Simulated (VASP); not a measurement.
Runs of VASP 6.6.1 on TiAl3. The structure is that of space group P4/mmm (No. 123), or close to it. The cells are those of the table. 

```tsv
cell	gap on the mesh (eV)	pressure (GPa)
a = 4.114, b = 4.114, c = 3.851 Å, 4 atoms	none	-5.2
a = 4.193, b = 4.193, c = 3.813 Å, 4 atoms	none	-7.5
a = 4.193, b = 4.193, c = 3.795 Å, 4 atoms	none	(a)
a = 4.114, b = 4.114, c = 3.861 Å, 4 atoms	none	-5.5
```

Alike in all rows: task single point; level r2SCAN; potentials or basis VASP PAW PBE potentials, release 64 (Ti_sv, Al); no spin polarisation; k mesh 14 × 14 × 14; cutoff (eV) 520; smearing gaussian 0.1 eV.

Problem. Fill in the values left out.

Solution. (a) -7.1.

Caveats: the PAW data sets were made with another functional, which shifts forces and pressure a little; the stress differs along the axes, from -8 to -0 GPa (at least some runs); the stress differs along the axes, from -11 to -1 GPa (at least some runs); the stress differs along the axes, from -11 to -0 GPa (at least some runs); the stress differs along the axes, from -8 to -1 GPa (at least some runs).

A gap of «none» marks levels without a gap at the run's occupations.
